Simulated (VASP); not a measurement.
# CsBr (CsCl type) (Pm-3m) in VASP: single point with PBE

Aim: the single point of CsBr (CsCl type) with PBE.

Everything below comes from runs of VASP 6.6.1. Logs are shortened: lines on timing, memory, paths and dates and some standing lists are left out, and cuts for length are marked.

**1. The cell of the first run**

Symmetry: Pm-3m, No. 221, cubic system. Conventional cell: a = 4.237 Å, b = 4.237 Å, c = 4.237 Å, α = 90.00°, β = 90.00°, γ = 90.00°. Within 4.8 Å of Cs (site symmetry m-3m) lie 8 Br at 3.67 Å and 6 Cs at 4.24 Å. Br (site symmetry m-3m) has 8 Cs at 3.67 Å and 6 Br at 4.24 Å within 4.8 Å.

**2. Single point, PBE (volume scaled by 0.9)**

Contents of INCAR:

```
SYSTEM = CsBr
ALGO     = Normal         ! electronic algorithm
EDIFF    = 1E-6           ! SCF threshold, eV
ENCUT    = 500            ! plane-wave cutoff, eV
GGA      = PE             ! functional
GGA_COMPAT= .False.      
ISIF     = 2              ! what is computed and relaxed
ISMEAR   = -1             ! smearing method
LASPH    = .True.         ! aspherical terms in the spheres
LCHARG   = .True.         ! write CHGCAR
LELF     = .True.         ! ELF
LREAL    = .False.        ! projectors in reciprocal space
LVHAR    = .True.       
LWAVE    = .False.        ! write WAVECAR
NBANDS   = 15             ! bands
NELM     = 120            ! most SCF steps
PREC     = Accurate       ! precision mode
SIGMA    = 0.1            ! smearing width, eV
```

Contents of KPOINTS:

```
k-points
0
Gamma
  11 11 11
  0 0 0
```

Contents of POSCAR:

```
CsBr
1.0
    4.2367829843      0.0000000000      0.0000000000
    0.0000000000      4.2367829843      0.0000000000
    0.0000000000      0.0000000000      4.2367829843
Cs Br
1 1
Direct
    0.0000000000      0.0000000000      0.0000000000
    0.5000000000      0.5000000000      0.5000000000
```

Potentials or basis: VASP PAW PBE potentials, release 64 (Cs_sv, Br).

Launch:

```sh
$ cat potpaw_PBE.64/Cs_sv/POTCAR potpaw_PBE.64/Br/POTCAR > POTCAR
$ mpirun -np 1 vasp_std > vasp.out
```

OUTCAR:

```text
SYSTEM = CsBr
   EDIFF = 1E-6
   ENCUT = 500
   GGA = PE
   ISIF = 2
   ISMEAR = -1
   LASPH = .True.
   LREAL = .False.
   NELM = 120
   PREC = Accurate

 ion  position               nearest neighbor table
   1  0.000  0.000  0.000-
   2  0.500  0.500  0.500-

  LATTYP: Found a simple cubic cell.
 ALAT       =     4.2367829843

  Lattice vectors:

 A1 = (   4.2367829843,   0.0000000000,   0.0000000000)
 A2 = (   0.0000000000,   4.2367829843,   0.0000000000)
 A3 = (   0.0000000000,   0.0000000000,   4.2367829843)

Analysis of symmetry for initial positions (statically):
=====================================================================
 Subroutine PRICEL returns:
 Original cell was already a primitive cell.

 Routine SETGRP: Setting up the symmetry group for a
 simple cubic supercell.

 Subroutine GETGRP returns: Found 48 space group operations
 (whereof 48 operations were pure point group operations)
 out of a pool of 48 trial point group operations.

The static configuration has the point symmetry O_h .

Analysis of symmetry for dynamics (positions and initial velocities):
=====================================================================
 Subroutine PRICEL returns:
 Original cell was already a primitive cell.

 Routine SETGRP: Setting up the symmetry group for a
 simple cubic supercell.

 Subroutine GETGRP returns: Found 48 space group operations
 (whereof 48 operations were pure point group operations)
 out of a pool of 48 trial point group operations.

The dynamic configuration has the point symmetry O_h .

 Subroutine INISYM returns: Found 48 space group operations
 (whereof 48 operations are pure point group operations),
 and found     1 'primitive' translations

----------------------------------------------------------------------------------------

                                     Primitive cell

  volume of cell :      76.0517

  direct lattice vectors                    reciprocal lattice vectors
     4.236782984  0.000000000  0.000000000     0.236028138  0.000000000  0.000000000
     0.000000000  4.236782984  0.000000000     0.000000000  0.236028138  0.000000000
     0.000000000  0.000000000  4.236782984     0.000000000  0.000000000  0.236028138

  length of vectors
     4.236782984  4.236782984  4.236782984     0.236028138  0.236028138  0.236028138

  position of ions in fractional coordinates (direct lattice)
     0.000000000  0.000000000  0.000000000
     0.500000000  0.500000000  0.500000000

  ion indices of the primitive-cell ions
   primitive index   ion index
                 1           1
                 2           2

----------------------------------------------------------------------------------------

 KPOINTS: k-points

Automatic generation of k-mesh.
 Grid dimensions read from file:
 generate k-points for:   11   11   11

 Generating k-lattice:

  Cartesian coordinates                     Fractional coordinates (reciprocal lattice)
     0.021457103  0.000000000  0.000000000     0.090909091  0.000000000  0.000000000
     0.000000000  0.021457103  0.000000000     0.000000000  0.090909091  0.000000000
     0.000000000  0.000000000  0.021457103     0.000000000  0.000000000  0.090909091

  Length of vectors
     0.021457103  0.021457103  0.021457103

  Shift w.r.t. Gamma in fractional coordinates (k-lattice)
     0.000000000  0.000000000  0.000000000

 Subroutine IBZKPT returns following result:
 ===========================================

 Found     56 irreducible k-points:

 Following reciprocal coordinates:
            Coordinates               Weight
  0.000000  0.000000  0.000000      1.000000
  0.090909  0.000000  0.000000      6.000000
  0.181818  0.000000  0.000000      6.000000
  0.272727  0.000000  0.000000      6.000000
  0.363636  0.000000  0.000000      6.000000
  0.454545  0.000000  0.000000      6.000000
[... 16 lines left out ...]
  0.181818  0.090909  0.090909     24.000000
  0.272727  0.090909  0.090909     24.000000
 [... further k-points ...]
   k-points           NKPTS =     56   k-points in BZ     NKDIM =     56   number of bands    NBANDS=     15
   number of dos      NEDOS =    301   number of ions     NIONS =      2
   total plane-waves  NPLWV =  32768
   dimension x,y,z NGX =    32 NGY =   32 NGZ =   32
   dimension x,y,z NGXF=    64 NGYF=   64 NGZF=   64
   ions per type =               1   1
   NGX,Y,Z   is equivalent  to a cutoff of  12.56, 12.56, 12.56 a.u.
   NGXF,Y,Z  is equivalent  to a cutoff of  25.11, 25.11, 25.11 a.u.
 SYSTEM =  CsBr
   PREC   = accura    normal or accurate (medium, high low for compatibility)
   ISTART =      0    job   : 0-new  1-cont  2-samecut
   ICHARG =      2    charge: 1-file 2-atom 10-const
   ISPIN  =      1    spin polarized calculation?
   LNONCOLLINEAR =      F non collinear calculations
   LSORBIT =      F    spin-orbit coupling
   LASPH  =      T    aspherical Exc in radial PAW
   ENCUT  =  500.0 eV  36.75 Ry    6.06 a.u.   7.72  7.72  7.72*2*pi/ulx,y,z
   NELM   =    120;   NELMIN=  2; NELMDL= -5     # of ELM steps
   EDIFF  = 0.1E-05   stopping-criterion for ELM
   LREAL  =      F    real-space projection
   EDIFFG = 0.1E-04   stopping-criterion for IOM
   NSW    =      0    number of steps for IOM
   IBRION =     -1    ionic relax: 0-MD 1-quasi-New 2-CG
   NFREE  =      0    steps in history (QN), initial steepest desc. (CG)
   ISIF   =      2    stress and relaxation
   ISYM   =      2    0-nonsym 1-usesym 2-fastsym
   POTIM  = 0.5000    time-step for ionic-motion
   TEBEG  =    0.0;   TEEND  =   0.0 temperature during run
   PSTRESS=    0.0 pullay stress
   NELECT =      16.0000    total number of electrons
   NUPDOWN=      -1.0000    fix difference up-down
   EMIN   =  10.00;   EMAX   =-10.00  energy-range for DOS
   EFERMI =   0.00;   METHOD = LEGACY
   ISMEAR =    -1;   SIGMA  =   0.10  broadening in eV -4-tet -1-fermi 0-gaus
   EFERMI_NEDOS =   21; number of points for ismear=-14 and -15
   IALGO  =     38    algorithm
   IMIX   =      4    mixing-type and parameters
     AMIX     =   0.40;   BMIX     =  1.00
     AMIX_MAG =   1.60;   BMIX_MAG =  1.00
  volume/ion in A,a.u.               =      38.03       256.61
  Fermi-wavevector in a.u.,A,eV,Ry     =   0.973670  1.839970 12.898785  0.948034
  Thomas-Fermi vector in A             =   2.104068
   LORBIT       =      0    0 simple, 1 ext, 2 COOP (PROOUT), +10 PAW based schemes
   GGA     = PE    functional components
   LHFCALC =     F    Hartree Fock is set to
   AEXX    =    0.0000 exact exchange contribution
   IVDW    =     0    specifies the selected vdW correction
   LEPSILON=     F    determine dielectric tensor
   LRPA    =     F    only Hartree local field effects (RPA)
 non-spin polarized calculation
  energy-cutoff  :      500.00
  volume of cell :       76.05
 maximum number of plane-waves:      1947
 NGX is ok and might be reduce to    32
   NGX = 15   NGY = 15   NGZ = 15

 number of electron      15.9999996 magnetization

 Free energy of the ion-electron system (eV)
  ---------------------------------------------------
  ext. energy  EPLUGINS =         0.00000000
  ---------------------------------------------------
  free energy    TOTEN  =        -5.98052664 eV

  energy without entropy =       -5.98052664  energy(sigma->0) =       -5.98052664

 E-fermi :   2.1320     XC(G=0):  -8.2299

 val. band max:       -0.1121010627   @ k =   0.0000   0.0000   0.0000
 cond. band min:       4.5380265006   @ k =   0.0000   0.0000   0.0000
 fundamental gap:      4.6501275633
 Fermi energy:         2.1320358025

 k-point     1 :       0.0000    0.0000    0.0000
  band No.  band energies     occupation
      1     -19.8518      2.00000
      2     -12.5328      2.00000
      3      -6.4294      2.00000
      4      -6.4294      2.00000
      5      -6.4294      2.00000
      6      -0.1121      2.00000
      7      -0.1121      2.00000
      8      -0.1121      2.00000
      9       4.5380      0.00000
     10       4.7544      0.00000
     11       4.7544      0.00000
     12       9.1131      0.00000
     13       9.1131      0.00000
     14       9.1131      0.00000
     15      12.1037      0.00000

 k-point     2 :       0.0909    0.0000    0.0000
  band No.  band energies     occupation
      1     -19.8469      2.00000
      2     -12.5346      2.00000
      3      -6.4662      2.00000
      4      -6.4200      2.00000
      5      -6.4200      2.00000
      6      -0.2616      2.00000
      7      -0.1307      2.00000
      8      -0.1307      2.00000
      9       4.7585      0.00000
     10       4.8100      0.00000
     11       4.9553      0.00000
     12       9.0588      0.00000
     13       9.0588      0.00000
     14       9.1585      0.00000
     15      11.5131      0.00000

 k-point     3 :       0.1818    0.0000    0.0000
  band No.  band energies     occupation
      1     -19.8337      2.00000
      2     -12.5398      2.00000
      3      -6.5604      2.00000
      4      -6.3946      2.00000
      5      -6.3946      2.00000
      6      -0.6157      2.00000
      7      -0.1813      2.00000
      8      -0.1813      2.00000
      9       4.9727      0.00000
     10       5.3315      0.00000
     11       5.5104      0.00000
     12       8.9487      0.00000
     13       8.9487      0.00000
     14       9.2892      0.00000
     15      10.5096      0.00000
[... 343 lines left out ...]
 k-point    23 :       0.1818    0.0909    0.0909
  band No.  band energies     occupation
      1     -19.8243      2.00000
      2     -12.5358      2.00000
      3      -6.5785      2.00000
      4      -6.4493      2.00000
      5      -6.3964      2.00000
      6      -0.6576      2.00000
      7      -0.2594      2.00000
      8      -0.2510      2.00000
      9       5.2772      0.00000
     10       5.5787      0.00000
     11       5.6748      0.00000
     12       8.5667      0.00000
     13       8.6228      0.00000
     14       9.5501      0.00000
     15      10.9773      0.00000

 k-point    24 :       0.2727    0.0909    0.0909
  band No.  band energies     occupation
      1     -19.8072      2.00000
      2     -12.5370      2.00000
      3      -6.7005      2.00000
      4      -6.4132      2.00000
      5      -6.3908      2.00000
      6      -0.9705      2.00000
      7      -0.3350      2.00000
      8      -0.2735      2.00000
      9       5.5025      0.00000
     10       6.1393      0.00000
     11       6.4479      0.00000
     12       8.4388      0.00000
     13       8.5021      0.00000
     14       9.3867      0.00000
     15      10.2496      0.00000

 [... further k-points ...]
[... 5 lines left out ...]
  --------------------------------------------------------------------------------------
  -------------------------------------------------------------------------------------
  Total        0.8359751      0.8359751      0.8359751     -0.0000000      0.0000000      0.0000000
  in kB       17.6114562     17.6114562     17.6114562     -0.0000000      0.0000000      0.0000000
  external PRESSURE =      17.6114562 kB  Pullay stress =       0.0000000 kB

 VOLUME and BASIS-vectors are now :
 -----------------------------------------------------------------------------
  energy-cutoff  :      500.00
  volume of cell :       76.05
      direct lattice vectors                 reciprocal lattice vectors
     4.236782984  0.000000000  0.000000000     0.236028138  0.000000000  0.000000000
     0.000000000  4.236782984  0.000000000     0.000000000  0.236028138  0.000000000
     0.000000000  0.000000000  4.236782984     0.000000000  0.000000000  0.236028138

 POSITION                                       TOTAL-FORCE (eV/Angst)
 -----------------------------------------------------------------------------------
      0.00000      0.00000      0.00000         0.000000      0.000000      0.000000
      2.11839      2.11839      2.11839         0.000000      0.000000      0.000000
 -----------------------------------------------------------------------------------
    total drift:                                0.000000      0.000000     -0.000000

  FREE ENERGIE OF THE ION-ELECTRON SYSTEM (eV)
  ---------------------------------------------------
  free  energy   TOTEN  =        -5.9805266386 eV

  energy  without entropy=       -5.9805266385  energy(sigma->0) =       -5.98052664
```

Wall time 46 s (1 thread of AMD EPYC 7R43 (Zen 3), shared host); peak memory 0.18 GiB.

What came out:

```
Free energy            : -5.9805 eV
Pressure               : 1.8 GPa
Band gap on the k mesh : 4.65 eV, direct
```

Caveat: spin-orbit coupling is left out, which moves the levels of the heavy elements.
